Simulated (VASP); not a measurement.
# Ta2N (C2/m) in VASP: single point with PBEsol

Aim: the single point of Ta2N with PBEsol.

All numbers are computed with VASP 6.6.1; they aren't measurements. Logs are shortened: lines on timing, memory, paths and dates and some standing lists are left out, and cuts for length are marked.

### 1 The cell of the first run

It takes space group C2/m (No. 12, monoclinic). The conventional cell has a = 5.333 Å, b = 3.079 Å, c = 4.824 Å, α = 90.00°, β = 91.72°, γ = 90.00°. Ta (site symmetry m) has 3 N at 2.14 to 2.19 Å within 2.8 Å. Within 2.8 Å of N (site symmetry 2/m) lie 6 Ta at 2.14 to 2.19 Å.

### 2 Single point, PBEsol (strain +0.0300 x Voigt [0, 0, 0, 1, 0, 0])

Contents of INCAR:

```
PREC     = Accurate       # precision mode
ENCUT    = 520            # plane-wave cutoff, eV
EDIFF    = 1E-6           # SCF threshold, eV
ISMEAR   = 0              # smearing method
SIGMA    = 0.15           # smearing width, eV
LREAL    = F              # projectors in reciprocal space
LASPH    = T              # aspherical terms in the spheres
NELM     = 100            # most SCF steps
ALGO     = Normal         # electronic algorithm
ISIF     = 2              # what is computed and relaxed
LWAVE    = F              # write WAVECAR
LCHARG   = F              # write CHGCAR
GGA      = PS             # functional
NBANDS   = 20             # bands
```

Contents of KPOINTS:

```
regular mesh
0
Gamma
  18 18 10
```

Contents of POSCAR:

```
Ta2N
1.0
    3.0786153860      0.0000000000      0.0000000000
   -1.5393076930      2.6661591328      0.0399923870
    0.0000000000      0.0723488577      4.8232571822
Ta N
2 1
Direct
    0.6666666667      0.3333333333      0.7462554482
    0.3333333333      0.6666666667      0.2537445518
    0.0000000000      0.0000000000      0.0000000000
```

Potentials or basis: VASP PAW PBE potentials, release 64 (Ta_pv, N).

Command:

```sh
> cat potpaw_PBE.64/Ta_pv/POTCAR potpaw_PBE.64/N/POTCAR > POTCAR
> mpirun -np 1 vasp_std > vasp.out
```

OUTCAR:

```text
PREC = Accurate
   ENCUT = 520
   EDIFF = 1E-6
   ISMEAR = 0
   LREAL = F
   LASPH = T
   NELM = 100
   ISIF = 2
   GGA = PS

 ion  position               nearest neighbor table
   1  0.667  0.333  0.746-   3 2.14   3 2.14   3 2.19   2 2.95   2 2.95   2 2.98   2 3.01   2 3.05
                             2 3.05
   2  0.333  0.667  0.254-   3 2.14   3 2.14   3 2.19   1 2.95   1 2.95   1 2.98   1 3.01   1 3.05
                             1 3.05
   3  0.000  0.000  0.000-   1 2.14   2 2.14   1 2.14   2 2.14   1 2.19   2 2.19

  LATTYP: Found a base centered monoclinic cell.
 ALAT       =     5.3329181177
 B/A-ratio  =     0.5772853282
 C/A-ratio  =     0.9045328771
 COS(beta)  =    -0.0299932515

  Lattice vectors:

 A1 = (  -1.5393076930,  -2.6661591328,  -0.0399923870)
 A2 = (   1.5393076930,  -2.6661591328,  -0.0399923870)
 A3 = (   0.0000000000,   0.0723488577,   4.8232571822)

Analysis of symmetry for initial positions (statically):
=====================================================================
 Subroutine PRICEL returns:
 Original cell was already a primitive cell.

 Routine SETGRP: Setting up the symmetry group for a
 base centered monoclinic supercell.

 Subroutine GETGRP returns: Found  4 space group operations
 (whereof  4 operations were pure point group operations)
 out of a pool of  4 trial point group operations.

The static configuration has the point symmetry C_2h.

Analysis of symmetry for dynamics (positions and initial velocities):
=====================================================================
 Subroutine PRICEL returns:
 Original cell was already a primitive cell.

 Routine SETGRP: Setting up the symmetry group for a
 base centered monoclinic supercell.

 Subroutine GETGRP returns: Found  4 space group operations
 (whereof  4 operations were pure point group operations)
 out of a pool of  4 trial point group operations.

The dynamic configuration has the point symmetry C_2h.

 Subroutine INISYM returns: Found  4 space group operations
 (whereof  4 operations are pure point group operations),
 and found     1 'primitive' translations

[... 83 lines left out ...]
   ions per type =               2   1
   NGX,Y,Z   is equivalent  to a cutoff of  12.96, 12.96, 12.41 a.u.
   NGXF,Y,Z  is equivalent  to a cutoff of  25.92, 25.92, 24.81 a.u.
 SYSTEM =  unknown system
   PREC   = accura    normal or accurate (medium, high low for compatibility)
   ISTART =      0    job   : 0-new  1-cont  2-samecut
   ICHARG =      2    charge: 1-file 2-atom 10-const
   ISPIN  =      1    spin polarized calculation?
   LNONCOLLINEAR =      F non collinear calculations
   LSORBIT =      F    spin-orbit coupling
   LASPH  =      T    aspherical Exc in radial PAW
   ENCUT  =  520.0 eV  38.22 Ry    6.18 a.u.   5.72  5.72  8.97*2*pi/ulx,y,z
   NELM   =    100;   NELMIN=  2; NELMDL= -5     # of ELM steps
   EDIFF  = 0.1E-05   stopping-criterion for ELM
   LREAL  =      F    real-space projection
   EDIFFG = 0.1E-04   stopping-criterion for IOM
   NSW    =      0    number of steps for IOM
   IBRION =     -1    ionic relax: 0-MD 1-quasi-New 2-CG
   NFREE  =      0    steps in history (QN), initial steepest desc. (CG)
   ISIF   =      2    stress and relaxation
   ISYM   =      2    0-nonsym 1-usesym 2-fastsym
   POTIM  = 0.5000    time-step for ionic-motion
   TEBEG  =    0.0;   TEEND  =   0.0 temperature during run
   PSTRESS=    0.0 pullay stress
   NELECT =      27.0000    total number of electrons
   NUPDOWN=      -1.0000    fix difference up-down
   EMIN   =  10.00;   EMAX   =-10.00  energy-range for DOS
   EFERMI =   0.00;   METHOD = LEGACY
   ISMEAR =     0;   SIGMA  =   0.15  broadening in eV -4-tet -1-fermi 0-gaus
   EFERMI_NEDOS =   21; number of points for ismear=-14 and -15
   IALGO  =     38    algorithm
   IMIX   =      4    mixing-type and parameters
     AMIX     =   0.40;   BMIX     =  1.00
     AMIX_MAG =   1.60;   BMIX_MAG =  1.00
  volume/ion in A,a.u.               =      13.19        89.03
  Fermi-wavevector in a.u.,A,eV,Ry     =   1.441124  2.723329 28.257102  2.076838
  Thomas-Fermi vector in A             =   2.559791
   LORBIT       =      0    0 simple, 1 ext, 2 COOP (PROOUT), +10 PAW based schemes
   GGA     = PS    functional components
   LHFCALC =     F    Hartree Fock is set to
   AEXX    =    0.0000 exact exchange contribution
   IVDW    =     0    specifies the selected vdW correction
   LEPSILON=     F    determine dielectric tensor
   LRPA    =     F    only Hartree local field effects (RPA)
 non-spin polarized calculation
 Gauss-broadening in eV      SIGMA  =   0.15
  energy-cutoff  :      520.00
  volume of cell :       39.58
 maximum number of plane-waves:      1081
   NGX = 11   NGY = 11   NGZ = 17

 number of electron      27.0000002 magnetization

 Free energy of the ion-electron system (eV)
  ---------------------------------------------------
  ext. energy  EPLUGINS =         0.00000000
  ---------------------------------------------------
  free energy    TOTEN  =       -36.48146430 eV

  energy without entropy =      -36.46832847  energy(sigma->0) =      -36.47489638

 E-fermi :   7.5799     XC(G=0): -13.1425

 val. band max:        7.5778757446   @ k =  -0.2778   0.0000   0.4000
 cond. band min:       7.5805251017   @ k =   0.0556  -0.2222   0.1000
 fundamental gap:      0.0026493571
 Fermi energy:         7.5798634410

 k-point     1 :       0.0000    0.0000    0.0000
  band No.  band energies     occupation
      1     -28.0470      2.00000
      2     -27.2279      2.00000
      3     -27.2269      2.00000
      4     -27.0921      2.00000
      5     -27.0913      2.00000
      6     -26.9622      2.00000
[... 541 lines left out ...]
     19      12.1683      0.00000
     20      12.5648      0.00000

 [... further k-points ...]
[... 5 lines left out ...]
  --------------------------------------------------------------------------------------
  -------------------------------------------------------------------------------------
  Total        0.5992957     -0.2145114      0.2640775      0.0000000     -1.1951488      0.0000000
  in kB       24.2587019     -8.6831391     10.6895079      0.0000000    -48.3780510      0.0000000
  external PRESSURE =       8.7550235 kB  Pullay stress =       0.0000000 kB

 VOLUME and BASIS-vectors are now :
 -----------------------------------------------------------------------------
  energy-cutoff  :      520.00
  volume of cell :       39.58
      direct lattice vectors                 reciprocal lattice vectors
     3.078615386  0.000000000  0.000000000     0.324821348  0.187577898 -0.002813668
    -1.539307693  2.666159133  0.039992387     0.000000000  0.375155796 -0.005627337
     0.000000000  0.072348858  4.823257182     0.000000000 -0.003110632  0.207375434

 POSITION                                       TOTAL-FORCE (eV/Angst)
 -----------------------------------------------------------------------------------
      1.53931      0.94271      3.61271        -0.000000      0.171615     -0.078945
     -0.00000      1.79580      1.25054         0.000000     -0.171615      0.078945
      0.00000      0.00000      0.00000         0.000000      0.000000      0.000000
 -----------------------------------------------------------------------------------
    total drift:                                0.000000      0.000000      0.000000

  FREE ENERGIE OF THE ION-ELECTRON SYSTEM (eV)
  ---------------------------------------------------
  free  energy   TOTEN  =       -36.4814642972 eV

  energy  without entropy=      -36.4683284689  energy(sigma->0) =      -36.47489638
```

OSZICAR:

```text
N       E                     dE             d eps       ncg     rms          rms(c)
DAV:   1     0.211771371488E+03    0.21177E+03   -0.15035E+04 34640   0.139E+03
DAV:   2    -0.300810155612E+02   -0.24185E+03   -0.23549E+03 39160   0.399E+02
DAV:   3    -0.394481959400E+02   -0.93672E+01   -0.91865E+01 43784   0.712E+01
DAV:   4    -0.395682725459E+02   -0.12008E+00   -0.11944E+00 42344   0.768E+00
DAV:   5    -0.395695598662E+02   -0.12873E-02   -0.12864E-02 42772   0.660E-01    0.284E+01
DAV:   6    -0.368529882622E+02    0.27166E+01   -0.14187E+01 45180   0.241E+01    0.135E+01
DAV:   7    -0.365459144491E+02    0.30707E+00   -0.16109E+00 39232   0.816E+00    0.700E+00
DAV:   8    -0.364859370285E+02    0.59977E-01   -0.26212E-01 40992   0.393E+00    0.399E-01
DAV:   9    -0.364820122641E+02    0.39248E-02   -0.27008E-02 42896   0.104E+00    0.243E-01
DAV:  10    -0.364815873902E+02    0.42487E-03   -0.44861E-03 44096   0.532E-01    0.734E-02
DAV:  11    -0.364814791489E+02    0.10824E-03   -0.10253E-03 40708   0.189E-01    0.310E-02
DAV:  12    -0.364814645603E+02    0.14589E-04   -0.80483E-05 39696   0.635E-02    0.768E-03
DAV:  13    -0.364814646866E+02   -0.12637E-06   -0.12231E-05 42380   0.197E-02    0.401E-03
DAV:  14    -0.364814642972E+02    0.38939E-06   -0.16948E-06 27444   0.906E-03
   1 F= -.36481464E+02 E0= -.36474896E+02  d E =-.131358E-01
```

Run time: 7.6 min. Hardware: 1 thread of Intel Xeon Platinum 8259CL at 2.50GHz (Skylake/Cascade Lake), shared host; peak memory 0.66 GiB.

What came out:

| Property | Result |
| --- | --- |
| Free energy | -36.4815 eV |
| Pressure | 0.9 GPa |
| Largest force | 0.189 eV/Å |
| Band gap on the k mesh | zero (an odd number of electrons rules out a gap without spin polarisation) |

Forces in eV/Å, atoms in the order of the input:
```
Ta   0.000  0.172 -0.079
Ta   0.000 -0.172  0.079
N    0.000  0.000  0.000
```

Caveat: the cell differs from its parent crystal (strain +0.0300 x Voigt [0, 0, 0, 1, 0, 0]); the PAW data sets were made with another functional, which shifts forces and pressure a little; spin-orbit coupling is left out, which moves the levels of the heavy elements.
